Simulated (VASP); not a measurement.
# Al2Cu (I4/mcm) in VASP: further runs

Al2Cu is run at these levels: r2SCAN; tasks: single point.

Program: VASP 6.6.1. These are calculated values, not measurements. Logs are shortened: lines on timing, memory, paths and dates and some standing lists are left out, and cuts for length are marked.

## 1. The cell of the first run

Symmetry: I4/mcm, No. 140, tetragonal system. The conventional cell has a = 5.975 Å, b = 5.975 Å, c = 4.745 Å, α = 90.00°, β = 90.00°, γ = 90.00°. Within 3.4 Å of Al (site symmetry m2m) lie 4 Cu at 2.54 Å and 11 Al at 2.68 to 3.18 Å. Within 3.1 Å of Cu (site symmetry 422) lie 2 Cu at 2.37 Å and 8 Al at 2.54 Å.

## 2. Single point, r2SCAN

Contents of POSCAR:

```
Al2Cu
1.0
   -2.9876853800      2.9876853800      2.3723950600
    2.9876853800     -2.9876853800      2.3723950600
    2.9876853800      2.9876853800     -2.3723950600
Al Cu
4 2
Direct
    0.6586931225      0.1586931225      0.8173862450
    0.1586931225      0.3413068775      0.5000000000
    0.3413068775      0.8413068775      0.1826137550
    0.8413068775      0.6586931225      0.5000000000
    0.2500000000      0.2500000000      0.0000000000
    0.7500000000      0.7500000000      0.0000000000
```

Contents of INCAR.step1:

```
ALGO     = Normal         # electronic algorithm
EDIFF    = 1E-4           # SCF threshold, eV
ENCUT    = 520            # plane-wave cutoff, eV
GGA      = PE             # functional
ISMEAR   = -1             # smearing method
LASPH    = True           # aspherical terms in the spheres
LCHARG   = False          # write CHGCAR
LREAL    = False          # projectors in reciprocal space
LWAVE    = True           # write WAVECAR
NBANDS   = 26             # bands
NELM     = 80             # most SCF steps
PREC     = Accurate       # precision mode
SIGMA    = 0.1            # smearing width, eV
```

Contents of INCAR.step2:

```
ALGO     = Normal         # electronic algorithm
EDIFF    = 1E-7           # SCF threshold, eV
ENCUT    = 520            # plane-wave cutoff, eV
ISIF     = 2              # what is computed and relaxed
ISMEAR   = -1             # smearing method
ISTART   = 1            
LASPH    = True           # aspherical terms in the spheres
LCHARG   = False          # write CHGCAR
LMIXTAU  = True         
LREAL    = False          # projectors in reciprocal space
LWAVE    = False          # write WAVECAR
METAGGA  = R2SCAN         # meta-GGA
NBANDS   = 26             # bands
NELM     = 80             # most SCF steps
PREC     = Accurate       # precision mode
SIGMA    = 0.1            # smearing width, eV
```

Contents of KPOINTS:

```
k-points
0
Gamma
  9 9 9
```

Potentials or basis: VASP PAW PBE potentials, release 64 (Al, Cu).

Run with:

```console
$ cat potpaw_PBE.64/Al/POTCAR potpaw_PBE.64/Cu/POTCAR > POTCAR
$ cp INCAR.step1 INCAR
$ mpirun -np 1 vasp_std > vasp.out
$ cp INCAR.step2 INCAR
$ mpirun -np 1 vasp_std > vasp.out
```

OUTCAR:

```text
EDIFF = 1E-7
   ENCUT = 520
   ISIF = 2
   ISMEAR = -1
   ISTART = 1
   LASPH = True
   LREAL = False
   METAGGA = R2SCAN
   NELM = 80
   PREC = Accurate

 ion  position               nearest neighbor table
   1  0.659  0.159  0.817-   5 2.54   6 2.54   5 2.54   6 2.54   3 2.68   3 2.83   3 2.83   2 3.04
                             4 3.04   4 3.04   2 3.04   2 3.18   4 3.18   4 3.18   2 3.18
   2  0.159  0.341  0.500-   6 2.54   5 2.54   5 2.54   6 2.54   4 2.68   4 2.83   4 2.83   1 3.04
                             3 3.04   1 3.04   3 3.04   1 3.18   3 3.18   3 3.18   1 3.18
   3  0.341  0.841  0.183-   5 2.54   6 2.54   5 2.54   6 2.54   1 2.68   1 2.83   1 2.83   4 3.04
                             2 3.04   2 3.04   4 3.04   4 3.18   2 3.18   4 3.18   2 3.18
   4  0.841  0.659  0.500-   5 2.54   6 2.54   6 2.54   5 2.54   2 2.68   2 2.83   2 2.83   1 3.04
                             3 3.04   1 3.04   3 3.04   1 3.18   3 3.18   1 3.18   3 3.18
   5  0.250  0.250  0.000-   6 2.37   6 2.37   1 2.54   3 2.54   1 2.54   3 2.54   2 2.54   4 2.54
                             4 2.54   2 2.54
   6  0.750  0.750  0.000-   5 2.37   5 2.37   1 2.54   3 2.54   1 2.54   3 2.54   4 2.54   4 2.54
                             2 2.54   2 2.54

  LATTYP: Found a body centered tetragonal cell.
 ALAT       =     5.9753707600
 C/A-ratio  =     0.7940578603

  Lattice vectors:

 A1 = (  -2.9876853800,   2.9876853800,   2.3723950600)
 A2 = (   2.9876853800,  -2.9876853800,   2.3723950600)
 A3 = (   2.9876853800,   2.9876853800,  -2.3723950600)

Analysis of symmetry for initial positions (statically):
=====================================================================
 Subroutine PRICEL returns:
 Original cell was already a primitive cell.

 Routine SETGRP: Setting up the symmetry group for a
 body centered tetragonal supercell.

 Subroutine GETGRP returns: Found 16 space group operations
 (whereof  8 operations were pure point group operations)
 out of a pool of 16 trial point group operations.

The static configuration has the point symmetry C_4h.
 The point group associated with its full space group is D_4h.

Analysis of symmetry for dynamics (positions and initial velocities):
=====================================================================
 Subroutine PRICEL returns:
 Original cell was already a primitive cell.

 Routine SETGRP: Setting up the symmetry group for a
 body centered tetragonal supercell.

 Subroutine GETGRP returns: Found 16 space group operations
 (whereof  8 operations were pure point group operations)
 out of a pool of 16 trial point group operations.

The dynamic configuration has the point symmetry C_4h.
 The point group associated with its full space group is D_4h.

 Subroutine INISYM returns: Found 16 space group operations
 (whereof  8 operations are pure point group operations),
 and found     1 'primitive' translations

----------------------------------------------------------------------------------------

                                     Primitive cell

  volume of cell :      84.7065

  direct lattice vectors                    reciprocal lattice vectors
    -2.987685380  2.987685380  2.372395060     0.000000000  0.167353632  0.210757478
     2.987685380 -2.987685380  2.372395060     0.167353632  0.000000000  0.210757478
     2.987685380  2.987685380 -2.372395060     0.167353632  0.167353632  0.000000000

  length of vectors
     4.845697698  4.845697698  4.845697698     0.269120703  0.269120703  0.236673776

  position of ions in fractional coordinates (direct lattice)
     0.658693122  0.158693122  0.817386245
     0.158693122  0.341306878  0.500000000
     0.341306878  0.841306878  0.182613755
     0.841306878  0.658693122  0.500000000
     0.250000000  0.250000000  0.000000000
     0.750000000  0.750000000  0.000000000

  ion indices of the primitive-cell ions
   primitive index   ion index
                 1           1
                 2           2
                 3           3
                 4           4
                 5           5
                 6           6

----------------------------------------------------------------------------------------

 KPOINTS: k-points

Automatic generation of k-mesh.
 Grid dimensions read from file:
 generate k-points for:    9    9    9

 Generating k-lattice:

  Cartesian coordinates                     Fractional coordinates (reciprocal lattice)
     0.000000000  0.018594848  0.023417498     0.111111111  0.000000000 -0.000000000
     0.018594848  0.000000000  0.023417498     0.000000000  0.111111111 -0.000000000
     0.018594848  0.018594848  0.000000000     0.000000000  0.000000000  0.111111111

  Length of vectors
     0.029902300  0.029902300  0.026297086

  Shift w.r.t. Gamma in fractional coordinates (k-lattice)
     0.000000000  0.000000000  0.000000000

 Subroutine IBZKPT returns following result:
 ===========================================

[... 32 lines left out ...]
   EDIFF  = 0.1E-06   stopping-criterion for ELM
   LREAL  =      F    real-space projection
   EDIFFG = 0.1E-05   stopping-criterion for IOM
   NSW    =      0    number of steps for IOM
   IBRION =     -1    ionic relax: 0-MD 1-quasi-New 2-CG
   NFREE  =      0    steps in history (QN), initial steepest desc. (CG)
   ISIF   =      2    stress and relaxation
   ISYM   =      2    0-nonsym 1-usesym 2-fastsym
   POTIM  = 0.5000    time-step for ionic-motion
   TEBEG  =    0.0;   TEEND  =   0.0 temperature during run
   PSTRESS=    0.0 pullay stress
   NELECT =      34.0000    total number of electrons
   NUPDOWN=      -1.0000    fix difference up-down
   EMIN   =  10.00;   EMAX   =-10.00  energy-range for DOS
   EFERMI =   0.00;   METHOD = LEGACY
   ISMEAR =    -1;   SIGMA  =   0.10  broadening in eV -4-tet -1-fermi 0-gaus
   EFERMI_NEDOS =   21; number of points for ismear=-14 and -15
   IALGO  =     38    algorithm
   IMIX   =      4    mixing-type and parameters
     AMIX     =   0.40;   BMIX     =  1.00
     AMIX_MAG =   1.60;   BMIX_MAG =  1.00
  volume/ion in A,a.u.               =      14.12        95.27
  Fermi-wavevector in a.u.,A,eV,Ry     =   1.207616  2.282064 19.841875  1.458337
  Thomas-Fermi vector in A             =   2.343248
   LORBIT       =      0    0 simple, 1 ext, 2 COOP (PROOUT), +10 PAW based schemes
   METAGGA = R2SCAN    functional components
   LHFCALC =     F    Hartree Fock is set to
   AEXX    =    0.0000 exact exchange contribution
   IVDW    =     0    specifies the selected vdW correction
   LEPSILON=     F    determine dielectric tensor
   LRPA    =     F    only Hartree local field effects (RPA)
 non-spin polarized calculation
  energy-cutoff  :      520.00
  volume of cell :       84.71
 maximum number of plane-waves:      2301
   NGX = 19   NGY = 19   NGZ = 19

 number of electron      34.0000030 magnetization

 Free energy of the ion-electron system (eV)
  ---------------------------------------------------
  ext. energy  EPLUGINS =         0.00000000
  ---------------------------------------------------
  free energy    TOTEN  =       -49.56700506 eV

  energy without entropy =      -49.50870119  energy(sigma->0) =      -49.53785312

 E-fermi :   8.5465     XC(G=0): -11.9566

 val. band max:        8.5418986580   @ k =   0.2222   0.2222   0.2222
 cond. band min:       8.5572386971   @ k =  -0.3333   0.3333   0.2222
 fundamental gap:      0.0153400391
 Fermi energy:         8.5464918949

 k-point     1 :       0.0000    0.0000    0.0000
  band No.  band energies     occupation
      1      -3.2671      2.00000
      2       2.7128      2.00000
      3       2.9355      2.00000
      4       2.9357      2.00000
      5       2.9497      2.00000
      6       3.9355      2.00000
[... 18 lines left out ...]
     25      14.2498      0.00000
     26      14.7977      0.00000

 k-point     2 :       0.1111    0.0000   -0.0000
  band No.  band energies     occupation
      1      -3.1242      2.00000
      2       2.6953      2.00000
      3       2.9017      2.00000
      4       2.9256      2.00000
      5       2.9807      2.00000
      6       3.9083      2.00000
[... 18 lines left out ...]
     25      14.4136      0.00000
[... 608 lines left out ...]
     25      13.1890      0.00000
     26      17.0118      0.00000

 k-point    24 :       0.4444    0.4444   -0.0000
  band No.  band energies     occupation
      1      -1.0516      2.00000
      2      -0.8862      2.00000
      3       2.6165      2.00000
      4       3.1194      2.00000
      5       3.3178      2.00000
      6       3.4294      2.00000
[... 18 lines left out ...]
     25      15.5305      0.00000
     26      15.9732      0.00000

 [... further k-points ...]

------------------------ aborting loop because EDIFF is reached ----------------------------------------

  FORCE on cell =-STRESS in cart. coord.  units (eV):
  Direction    XX          YY          ZZ          XY          YZ          ZX
  --------------------------------------------------------------------------------------
  -------------------------------------------------------------------------------------
  Total        1.0764623      1.0764623      1.3587201      0.0000000      0.0000000      0.0000000
  in kB       20.3606987     20.3606987     25.6994517      0.0000000      0.0000000      0.0000000
  external PRESSURE =      22.1402831 kB  Pullay stress =       0.0000000 kB

 VOLUME and BASIS-vectors are now :
 -----------------------------------------------------------------------------
  energy-cutoff  :      520.00
  volume of cell :       84.71
      direct lattice vectors                 reciprocal lattice vectors
    -2.987685380  2.987685380  2.372395060     0.000000000  0.167353632  0.210757478
     2.987685380 -2.987685380  2.372395060     0.167353632  0.000000000  0.210757478
     2.987685380  2.987685380 -2.372395060     0.167353632  0.167353632  0.000000000

 POSITION                                       TOTAL-FORCE (eV/Angst)
 -----------------------------------------------------------------------------------
      0.94825      3.93594     -0.00000         0.000704      0.000704      0.000000
      2.03944      0.94825      0.00000        -0.000704      0.000704     -0.000000
      2.03944     -0.94825      2.37240        -0.000704     -0.000704     -0.000000
      0.94825      2.03944      2.37240         0.000704     -0.000704     -0.000000
      0.00000      0.00000      1.18620         0.000000     -0.000000      0.000000
      0.00000      0.00000      3.55859         0.000000      0.000000      0.000000
 -----------------------------------------------------------------------------------
    total drift:                                0.000000     -0.000000      0.000000

  FREE ENERGIE OF THE ION-ELECTRON SYSTEM (eV)
  ---------------------------------------------------
  free  energy   TOTEN  =       -49.5670050605 eV

  energy  without entropy=      -49.5087011865  energy(sigma->0) =      -49.53785312
```

Run time: 13 min. Hardware: 1 thread of Intel Xeon 8259CL, shared host; peak memory 0.3 GiB.

What came out:

* Free energy: -49.5670 eV
* Pressure: 2.2 GPa
* Band gap on the k mesh: zero (bands 17 and 18 overlap by 4.40 eV)

Levels at points of the mesh, in eV from the Fermi level:
```tsv
k point	band 13	band 14	band 15	band 16	band 17	band 18	band 19	band 20	band 21	band 22
(0.00, 0.00, 0.00)	-3.38	-2.26	-1.49	-1.40	-1.40	-1.01	-0.10	0.12	1.85	1.85
```

Caveat: the PAW data sets were made with another functional, which shifts forces and pressure a little.

## 3. Single point, r2SCAN

This run uses another cell than the first one, of 14.41 Å³/atom.

Contents of POSCAR:

```
Al2Cu
1.0
   -3.0078730500      3.0078730500      2.3884252500
    3.0078730500     -3.0078730500      2.3884252500
    3.0078730500      3.0078730500     -2.3884252500
Al Cu
4 2
Direct
    0.6586931200      0.1586931200      0.8173862500
    0.1586931200      0.3413068800      0.5000000000
    0.3413068800      0.8413068800      0.1826137500
    0.8413068800      0.6586931200      0.5000000000
    0.2500000000      0.2500000000      0.0000000000
    0.7500000000      0.7500000000      0.0000000000
```

Contents of INCAR.step1:

```
PREC = Accurate ; ENCUT = 520
ISMEAR = -1 ; SIGMA = 0.1
LREAL = F ; LASPH = T
NELM = 60 ; NBANDS = 26
GGA = PE ; ALGO = Normal
EDIFF = 1E-4 ; LWAVE = T
LCHARG = F
```

Contents of INCAR.step2:

```
PREC = Accurate ; ENCUT = 520
EDIFF = 1E-6 ; ISMEAR = -1
SIGMA = 0.1 ; LREAL = F
LASPH = T ; NELM = 60
ALGO = Normal ; ISIF = 2
LWAVE = F ; LCHARG = F
METAGGA = R2SCAN ; LMIXTAU = T
NBANDS = 26 ; ISTART = 1
```

Contents of KPOINTS:

```
Automatic mesh
0
Gamma
  9 9 9
```

Potentials or basis: VASP PAW PBE potentials, release 64 (Al, Cu).

Run with:

```console
$ cat potpaw_PBE.64/Al/POTCAR potpaw_PBE.64/Cu/POTCAR > POTCAR
$ cp INCAR.step1 INCAR
$ mpirun -np 1 vasp_std > vasp.out
$ cp INCAR.step2 INCAR
$ mpirun -np 1 vasp_std > vasp.out
```

Wall time 12 min (1 thread of Intel Xeon 8259CL, shared host); peak memory 0.3 GiB.

Results (log left out):

```yaml
Free_energy: -49.5779 eV
Pressure: -0.2 GPa
Largest_force: 0.015 eV/Å
Band_gap_on_the_k_mesh: zero (bands 17 and 18 overlap by 4.36 eV)
```

Forces in eV/Å, atoms in the order of the input:
```
Al   0.010  0.010  0.000
Al  -0.010  0.010  0.000
Al  -0.010 -0.010  0.000
Al   0.010 -0.010  0.000
Cu   0.000  0.000  0.000
Cu   0.000  0.000  0.000
```

Stress tensor (GPa, compression positive):
```
-0.31  0.00  0.00
 0.00 -0.31  0.00
 0.00  0.00  0.11
```

Levels at points of the mesh, in eV from the Fermi level:
```
           k point  band 13  band 14  band 15  band 16  band 17  band 18  band 19  band 20  band 21  band 22
(0.00, 0.00, 0.00)    -3.31    -2.22    -1.45    -1.36    -1.36    -0.99    -0.07     0.04     1.79     1.79
```

Caveat: the PAW data sets were made with another functional, which shifts forces and pressure a little.

## 4. Single point, r2SCAN

This run uses another cell than the first one, of 14.41 Å³/atom.

Contents of POSCAR:

```
Al2Cu
1.0
   -3.0078730500      3.0078730500      2.3884252500
    3.0078730500     -3.0078730500      2.3884252500
    3.0078730500      3.0078730500     -2.3884252500
Al Cu
4 2
Direct
    0.6586931225      0.1586931225      0.8173862450
    0.1586931225      0.3413068775      0.5000000000
    0.3413068775      0.8413068775      0.1826137550
    0.8413068775      0.6586931225      0.5000000000
    0.2500000000      0.2500000000      0.0000000000
    0.7500000000      0.7500000000      0.0000000000
```

Contents of INCAR.step1:

```
PREC = Accurate
ENCUT = 520
ISMEAR = -1
SIGMA = 0.1
LREAL = F
LASPH = T
NELM = 60
NBANDS = 26
GGA = PE
ALGO = Normal
EDIFF = 1E-4
LWAVE = T
LCHARG = F
```

Contents of INCAR.step2:

```
PREC = Accurate
ENCUT = 520
EDIFF = 1E-7
ISMEAR = -1
SIGMA = 0.1
LREAL = F
LASPH = T
NELM = 60
ALGO = Normal
ISIF = 2
LWAVE = F
LCHARG = F
METAGGA = R2SCAN
LMIXTAU = T
NBANDS = 26
ISTART = 1
```

KPOINTS is that of step 3.

Run with:

```console
$ cat potpaw_PBE.64/Al/POTCAR potpaw_PBE.64/Cu/POTCAR > POTCAR
$ cp INCAR.step1 INCAR
$ mpirun -np 1 vasp_std > vasp.out
$ cp INCAR.step2 INCAR
$ mpirun -np 1 vasp_std > vasp.out
```

Run time: 13 min. Hardware: 1 thread of Intel Xeon 8259CL, shared host; peak memory 0.31 GiB.

The run converged. Its results:

| Item | Value |
| --- | --- |
| Free energy | -49.5779 eV |
| Pressure | -0.2 GPa |
| Largest force | 0.015 eV/Å |
| Band gap on the k mesh | zero (bands 17 and 18 overlap by 4.36 eV) |

Forces in eV/Å, atoms in the order of the input:
```
Al   0.010  0.010  0.000
Al  -0.010  0.010  0.000
Al  -0.010 -0.010  0.000
Al   0.010 -0.010  0.000
Cu   0.000  0.000  0.000
Cu   0.000  0.000  0.000
```

Stress tensor (GPa, compression positive):
```
-0.32  0.00  0.00
 0.00 -0.32  0.00
 0.00  0.00  0.11
```

Levels at points of the mesh, in eV from the Fermi level:
```csv
k point,band 15,band 16,band 17,band 18,band 19,band 20
"(0.00, 0.00, 0.00)",-1.45,-1.36,-1.36,-0.99,-0.07,0.04
```

Caveat: the PAW data sets were made with another functional, which shifts forces and pressure a little.

## 5. Single point, r2SCAN

This run uses another cell than the first one, of 14.69 Å³/atom.

Contents of POSCAR:

```
Al2Cu
1.0
   -3.0277933200      3.0277933200      2.4042430900
    3.0277933200     -3.0277933200      2.4042430900
    3.0277933200      3.0277933200     -2.4042430900
Al Cu
4 2
Direct
    0.6590405657      0.1590405657      0.8180811315
    0.1590405657      0.3409594343      0.5000000000
    0.3409594343      0.8409594343      0.1819188685
    0.8409594343      0.6590405657      0.5000000000
    0.2500000000      0.2500000000      0.0000000000
    0.7500000000      0.7500000000      0.0000000000
```

Contents of INCAR.step1:

```
  PREC = Accurate
  ENCUT = 520
  ISMEAR = -1
  SIGMA = 0.1
  LREAL = False
  LASPH = True
  NELM = 100
  NBANDS = 26
  GGA = PE
  ALGO = Normal
  EDIFF = 1E-4
  LWAVE = True
  LCHARG = False
```

Contents of INCAR.step2:

```
  PREC = Accurate
  ENCUT = 520
  EDIFF = 1E-6
  ISMEAR = -1
  SIGMA = 0.1
  LREAL = False
  LASPH = True
  NELM = 100
  ALGO = Normal
  ISIF = 2
  LWAVE = False
  LCHARG = True
  METAGGA = R2SCAN
  LMIXTAU = True
  LELF = True
  LVHAR = True
  NBANDS = 26
  ISTART = 1
```

KPOINTS is that of step 4.

Run with:

```console
$ cat potpaw_PBE.64/Al/POTCAR potpaw_PBE.64/Cu/POTCAR > POTCAR
$ cp INCAR.step1 INCAR
$ mpirun -np 1 vasp_std > vasp.out
$ cp INCAR.step2 INCAR
$ mpirun -np 1 vasp_std > vasp.out
```

Run time: 20 min. Hardware: 1 thread of Intel Xeon 8259CL, shared host; peak memory 0.35 GiB.

Results (log left out):

- Free energy: -49.5652 eV
- Pressure: -2.3 GPa
- Band gap on the k mesh: zero (bands 17 and 18 overlap by 4.31 eV)

Forces on the atoms (eV/Å):
```
Al   0.002  0.002  0.000
Al  -0.002  0.002  0.000
Al  -0.002 -0.002  0.000
Al   0.002 -0.002  0.000
Cu   0.000  0.000  0.000
Cu   0.000  0.000  0.000
```

Stress tensor (GPa, compression positive):
```
-2.44  0.00  0.00
 0.00 -2.44  0.00
 0.00  0.00 -2.02
```

Levels at points of the mesh, in eV from the Fermi level:
| k point | band 15 | band 16 | band 17 | band 18 | band 19 | band 20 |
| --- | --- | --- | --- | --- | --- | --- |
| (0.00, 0.00, 0.00) | -1.41 | -1.32 | -1.32 | -0.96 | -0.03 | -0.02 |

Caveat: the PAW data sets were made with another functional, which shifts forces and pressure a little.

## 6. Overview

| cell | gap on the mesh (eV) | pressure (GPa) |
| --- | --- | --- |
| a = 4.846 Å, angles 103.9, 103.9, 121.4°, 6 atoms, atomic positions A | none | 2.2 |
| a = 4.878 Å, angles 103.9, 103.9, 121.4°, 6 atoms, atomic positions A | none | -0.2 |
| a = 4.911 Å, angles 103.9, 103.9, 121.4°, 6 atoms, atomic positions B | none | -2.3 |

Alike in all rows: task single point; level r2SCAN; potentials or basis VASP PAW PBE potentials, release 64 (Al, Cu); no spin polarisation; k mesh 9 × 9 × 9; cutoff (eV) 520; smearing fermi-dirac 0.1 eV.

Caveats: the PAW data sets were made with another functional, which shifts forces and pressure a little.

Total energies depend on the potentials used, so only differences within one code and one set of settings carry meaning.

The gap in the log of VASP goes by the Fermi energy; the results here count the filled bands.